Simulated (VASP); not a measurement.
# TlPt (P6/mmm) in VASP: relaxation of shape and atoms at fixed volume with PBEsol

Aim: the relaxation of shape and atoms at fixed volume of TlPt with PBEsol.

Everything below comes from runs of VASP 6.6.1. Logs are shortened: lines on timing, memory, paths and dates and some standing lists are left out, and cuts for length are marked.

## (1) The cell of the first run

The structure is hexagonal, space group P6/mmm (No. 191). The conventional cell has a = 6.443 Å, b = 6.443 Å, c = 4.067 Å, α = 90.00°, β = 90.00°, γ = 120.00°. Within 3.6 Å of Tl (site symmetry mmm) lie 6 Pt at 2.76 to 3.22 Å and 4 Tl at 3.22 Å. Pt (site symmetry 6/mmm) has 6 Tl at 3.22 Å and 14 Pt at 4.07 to 4.24 Å within 4.3 Å. Pt (site symmetry -6m2) has 6 Tl at 2.76 Å and 3 Pt at 3.72 Å within 3.8 Å.

## (2) Relaxation of shape and atoms at fixed volume, PBEsol (24.37 Å³/atom)

INCAR

```
SYSTEM = TlPt
PREC = Accurate ; ENCUT = 600
EDIFF = 1E-6 ; ISMEAR = 0
SIGMA = 0.1 ; LREAL = .False.
LASPH = .True. ; NELM = 80
ALGO = Fast ; ISIF = 4
LWAVE = .False. ; LCHARG = .False.
GGA = PS ; IBRION = 2
NSW = 50 ; EDIFFG = -0.01
```

KPOINTS

```
Automatic mesh
0
Gamma
  6 6 10
  0 0 0
```

POSCAR

```
TlPt
1.0
    6.4428966774      0.0000000000      0.0000000000
   -3.2214483387      5.5797121966      0.0000000000
    0.0000000000      0.0000000000      4.0673427133
Tl Pt
3 3
Direct
    0.0000000000      0.5000000000      0.0000000000
    0.5000000000      0.0000000000      0.0000000000
    0.5000000000      0.5000000000      0.0000000000
    0.0000000000      0.0000000000      0.0000000000
    0.6666666667      0.3333333333      0.5000000000
    0.3333333333      0.6666666667      0.5000000000
```

Potentials or basis: VASP PAW PBE potentials, release 64 (Tl_d, Pt).

The run is started by

```sh
$ cat potpaw_PBE.64/Tl_d/POTCAR potpaw_PBE.64/Pt/POTCAR > POTCAR
$ mpirun -np 1 vasp_std > vasp.out
```

OUTCAR:

```text
SYSTEM = TlPt
   PREC = Accurate
   ENCUT = 600
   EDIFF = 1E-6
   ISMEAR = 0
   LREAL = .False.
   LASPH = .True.
   NELM = 80
   ISIF = 4
   GGA = PS
   IBRION = 2
   NSW = 50
   EDIFFG = -0.01

 ion  position               nearest neighbor table
   1  0.000  0.500  0.000-   5 2.76   6 2.76   5 2.76   6 2.76   3 3.22   3 3.22   4 3.22   4 3.22
                             2 3.22   2 3.22
   2  0.500  0.000  0.000-   5 2.76   6 2.76   5 2.76   6 2.76   4 3.22   4 3.22   1 3.22   3 3.22
                             3 3.22   1 3.22
   3  0.500  0.500  0.000-   5 2.76   6 2.76   5 2.76   6 2.76   1 3.22   1 3.22   4 3.22   2 3.22
                             2 3.22   4 3.22
   4  0.000  0.000  0.000-   2 3.22   2 3.22   3 3.22   1 3.22   1 3.22   3 3.22
   5  0.667  0.333  0.500-   1 2.76   1 2.76   2 2.76   2 2.76   3 2.76   3 2.76
   6  0.333  0.667  0.500-   1 2.76   1 2.76   2 2.76   2 2.76   3 2.76   3 2.76

  LATTYP: Found a hexagonal cell.
 ALAT       =     6.4428966774
 C/A-ratio  =     0.6312910042

  Lattice vectors:

 A1 = (   6.4428966774,   0.0000000000,   0.0000000000)
 A2 = (  -3.2214483387,   5.5797121966,   0.0000000000)
 A3 = (   0.0000000000,   0.0000000000,   4.0673427133)

Analysis of symmetry for initial positions (statically):
=====================================================================
 Subroutine PRICEL returns:
 Original cell was already a primitive cell.

 Routine SETGRP: Setting up the symmetry group for a
 hexagonal supercell.

 Subroutine GETGRP returns: Found 24 space group operations
 (whereof 24 operations were pure point group operations)
 out of a pool of 24 trial point group operations.

The static configuration has the point symmetry D_6h.

Analysis of symmetry for dynamics (positions and initial velocities):
=====================================================================
 Subroutine PRICEL returns:
 Original cell was already a primitive cell.

 Routine SETGRP: Setting up the symmetry group for a
 hexagonal supercell.

 Subroutine GETGRP returns: Found 24 space group operations
 (whereof 24 operations were pure point group operations)
 out of a pool of 24 trial point group operations.

The dynamic configuration has the point symmetry D_6h.

 Subroutine INISYM returns: Found 24 space group operations
 (whereof 24 operations are pure point group operations),
 and found     1 'primitive' translations

----------------------------------------------------------------------------------------

                                     Primitive cell

  volume of cell :     146.2190

  direct lattice vectors                    reciprocal lattice vectors
     6.442896677  0.000000000  0.000000000     0.155209691  0.089610357  0.000000000
    -3.221448339  5.579712197  0.000000000     0.000000000  0.179220713  0.000000000
     0.000000000  0.000000000  4.067342713     0.000000000  0.000000000  0.245860767

  length of vectors
     6.442896677  6.442896677  4.067342713     0.179220713  0.179220713  0.245860767

  position of ions in fractional coordinates (direct lattice)
     0.000000000  0.500000000  0.000000000
     0.500000000  0.000000000  0.000000000
     0.500000000  0.500000000  0.000000000
     0.000000000  0.000000000  0.000000000
     0.666666667  0.333333333  0.500000000
     0.333333333  0.666666667  0.500000000

  ion indices of the primitive-cell ions
   primitive index   ion index
                 1           1
                 2           2
                 3           3
                 4           4
                 5           5
                 6           6

----------------------------------------------------------------------------------------

 KPOINTS: Automatic mesh

Automatic generation of k-mesh.
 Grid dimensions read from file:
 generate k-points for:    6    6   10

 Generating k-lattice:

  Cartesian coordinates                     Fractional coordinates (reciprocal lattice)
     0.025868282  0.014935059  0.000000000     0.166666667  0.000000000  0.000000000
     0.000000000  0.029870119  0.000000000     0.000000000  0.166666667  0.000000000
     0.000000000  0.000000000  0.024586077     0.000000000  0.000000000  0.100000000

  Length of vectors
     0.029870119  0.029870119  0.024586077

  Shift w.r.t. Gamma in fractional coordinates (k-lattice)
     0.000000000  0.000000000  0.000000000

 Subroutine IBZKPT returns following result:
 ===========================================

 Found     42 irreducible k-points:

 Following reciprocal coordinates:
            Coordinates               Weight
  0.000000  0.000000  0.000000      1.000000
  0.166667  0.000000  0.000000      6.000000
  0.333333  0.000000  0.000000      6.000000
  0.500000  0.000000  0.000000      3.000000
  0.166667  0.166667  0.000000      6.000000
  0.333333  0.166667  0.000000     12.000000
[... 16 lines left out ...]
  0.166667  0.000000  0.300000     12.000000
  0.333333  0.000000  0.300000     12.000000
 [... further k-points ...]
   k-points           NKPTS =     42   k-points in BZ     NKDIM =     42   number of bands    NBANDS=     41
   number of dos      NEDOS =    301   number of ions     NIONS =      6
   total plane-waves  NPLWV =  93312
   dimension x,y,z NGX =    54 NGY =   54 NGZ =   32
   dimension x,y,z NGXF=   108 NGYF=  108 NGZF=   64
   ions per type =               3   3
   NGX,Y,Z   is equivalent  to a cutoff of  13.93, 13.93, 13.08 a.u.
   NGXF,Y,Z  is equivalent  to a cutoff of  27.87, 27.87, 26.16 a.u.
 SYSTEM =  TlPt
   PREC   = accura    normal or accurate (medium, high low for compatibility)
   ISTART =      0    job   : 0-new  1-cont  2-samecut
   ICHARG =      2    charge: 1-file 2-atom 10-const
   ISPIN  =      1    spin polarized calculation?
   LNONCOLLINEAR =      F non collinear calculations
   LSORBIT =      F    spin-orbit coupling
   LASPH  =      T    aspherical Exc in radial PAW
   ENCUT  =  600.0 eV  44.10 Ry    6.64 a.u.  12.87 12.87  8.12*2*pi/ulx,y,z
   NELM   =     80;   NELMIN=  2; NELMDL= -5     # of ELM steps
   EDIFF  = 0.1E-05   stopping-criterion for ELM
   LREAL  =      F    real-space projection
   EDIFFG = -.1E-01   stopping-criterion for IOM
   NSW    =     50    number of steps for IOM
   IBRION =      2    ionic relax: 0-MD 1-quasi-New 2-CG
   NFREE  =      1    steps in history (QN), initial steepest desc. (CG)
   ISIF   =      4    stress and relaxation
   ISYM   =      2    0-nonsym 1-usesym 2-fastsym
   POTIM  = 0.5000    time-step for ionic-motion
   TEBEG  =    0.0;   TEEND  =   0.0 temperature during run
   PSTRESS=    0.0 pullay stress
   NELECT =      69.0000    total number of electrons
   NUPDOWN=      -1.0000    fix difference up-down
   EMIN   =  10.00;   EMAX   =-10.00  energy-range for DOS
   EFERMI =   0.00;   METHOD = LEGACY
   ISMEAR =     0;   SIGMA  =   0.10  broadening in eV -4-tet -1-fermi 0-gaus
   EFERMI_NEDOS =   21; number of points for ismear=-14 and -15
   IALGO  =     68    algorithm
   IMIX   =      4    mixing-type and parameters
     AMIX     =   0.40;   BMIX     =  1.00
     AMIX_MAG =   1.60;   BMIX_MAG =  1.00
  volume/ion in A,a.u.               =      24.37       164.46
  Fermi-wavevector in a.u.,A,eV,Ry     =   1.274549  2.408549 22.102334  1.624476
  Thomas-Fermi vector in A             =   2.407311
   LORBIT       =      0    0 simple, 1 ext, 2 COOP (PROOUT), +10 PAW based schemes
   GGA     = PS    functional components
   LHFCALC =     F    Hartree Fock is set to
   AEXX    =    0.0000 exact exchange contribution
   IVDW    =     0    specifies the selected vdW correction
   LEPSILON=     F    determine dielectric tensor
   LRPA    =     F    only Hartree local field effects (RPA)
 conjugate gradient relaxation of ions
 non-spin polarized calculation
 RMM-DIIS sequential band-by-band and
 Gauss-broadening in eV      SIGMA  =   0.10
  energy-cutoff  :      600.00
  volume of cell :      146.22
 maximum number of plane-waves:      4906
 NGX is ok and might be reduce to    54
   NGX = 25   NGY = 25   NGZ = 17

--------------------------------------- Ionic step        1  -------------------------------------------

 number of electron      69.0000011 magnetization

 Free energy of the ion-electron system (eV)
  ---------------------------------------------------
  ext. energy  EPLUGINS =         0.00000000
  ---------------------------------------------------
  free energy    TOTEN  =       -25.13275098 eV

  energy without entropy =      -25.10911892  energy(sigma->0) =      -25.12093495

------------------------ aborting loop because EDIFF is reached ----------------------------------------

  FORCE on cell =-STRESS in cart. coord.  units (eV):
  Direction    XX          YY          ZZ          XY          YZ          ZX
  --------------------------------------------------------------------------------------
  -------------------------------------------------------------------------------------
  Total       -3.3474271     -3.3474271     -4.2680737      0.0000000      0.0000000     -0.0000000
  in kB      -36.6790411    -36.6790411    -46.7669185      0.0000000      0.0000000     -0.0000000
  external PRESSURE =     -40.0416669 kB  Pullay stress =       0.0000000 kB
[... 145 lines left out ...]
  energy  without entropy=      -25.1219373198  energy(sigma->0) =      -25.13366113

--------------------------------------- Ionic step        5  -------------------------------------------

 number of electron      68.9999989 magnetization

 Free energy of the ion-electron system (eV)
  ---------------------------------------------------
  ext. energy  EPLUGINS =         0.00000000
  ---------------------------------------------------
  free energy    TOTEN  =       -25.14559336 eV

  energy without entropy =      -25.12245169  energy(sigma->0) =      -25.13402252

 E-fermi :   6.0372     XC(G=0): -10.8159

 val. band max:        6.0291959823   @ k =   0.3333   0.0000   0.0000
 cond. band min:       6.0522059727   @ k =   0.1667   0.0000   0.4000
 fundamental gap:      0.0230099904
 Fermi energy:         6.0372415849

 k-point     1 :       0.0000    0.0000    0.0000
  band No.  band energies     occupation
      1      -6.2796      2.00000
      2      -5.7093      2.00000
      3      -5.7093      2.00000
      4      -5.6457      2.00000
      5      -5.5983      2.00000
      6      -5.5983      2.00000
[... 1045 lines left out ...]
     40       9.9485      0.00000
     41      10.2555      0.00000

 [... further k-points ...]

------------------------ aborting loop because EDIFF is reached ----------------------------------------

  FORCE on cell =-STRESS in cart. coord.  units (eV):
  Direction    XX          YY          ZZ          XY          YZ          ZX
  --------------------------------------------------------------------------------------
  -------------------------------------------------------------------------------------
  Total       -2.7536662     -2.7536662     -2.7528632      0.0000000      0.0000000      0.0000000
  in kB      -30.1729756    -30.1729756    -30.1641766      0.0000000      0.0000000      0.0000000
  external PRESSURE =     -30.1700426 kB  Pullay stress =       0.0000000 kB
[... 21 lines left out ...]
  FREE ENERGIE OF THE ION-ELECTRON SYSTEM (eV)
  ---------------------------------------------------
  free  energy   TOTEN  =       -25.1455933560 eV

  energy  without entropy=      -25.1224516888  energy(sigma->0) =      -25.13402252

 reached required accuracy - stopping structural energy minimisation
```

Wall time 72 min (1 thread of Intel Xeon 8259CL, shared host); peak memory 0.48 GiB.

Results:

- Free energy: -25.1456 eV
- Energy gained by relaxing: 2.1 meV/atom
- Ionic steps: 5
- Pressure after relaxing: -3.0 GPa
- Band gap on the k mesh: zero (an odd number of electrons rules out a gap without spin polarisation)

The path:
```tsv
step	energy change (eV)	largest force (eV/Å)	pressure (GPa)	volume (Å³)
1	0.0000	0.0000	-4.00	146.22
2	-0.0042	0.0000	-3.85	146.22
3	-0.0085	0.0000	-3.62	146.22
4	-0.0126	0.0000	-3.15	146.22
5	-0.0128	0.0000	-3.02	146.22
```

Final structure:
```cif
data_structure
_symmetry_space_group_name_H-M 'P 1'
_symmetry_Int_Tables_number 1
_cell_length_a 6.5427
_cell_length_b 6.5427
_cell_length_c 3.9443
_cell_angle_alpha 90.000
_cell_angle_beta 90.000
_cell_angle_gamma 120.000
_cell_volume 146.22
loop_
_atom_site_label
_atom_site_type_symbol
_atom_site_fract_x
_atom_site_fract_y
_atom_site_fract_z
_atom_site_occupancy
Tl1 Tl 0.00000 0.50000 0.00000 1
Tl2 Tl 0.50000 0.00000 0.00000 1
Tl3 Tl 0.50000 0.50000 0.00000 1
Pt1 Pt 0.00000 0.00000 0.00000 1
Pt2 Pt 0.66667 0.33333 0.50000 1
Pt3 Pt 0.33333 0.66667 0.50000 1
```

Caveat: the PAW data sets were made with another functional, which shifts forces and pressure a little; spin-orbit coupling is left out, which moves the levels of the heavy elements.
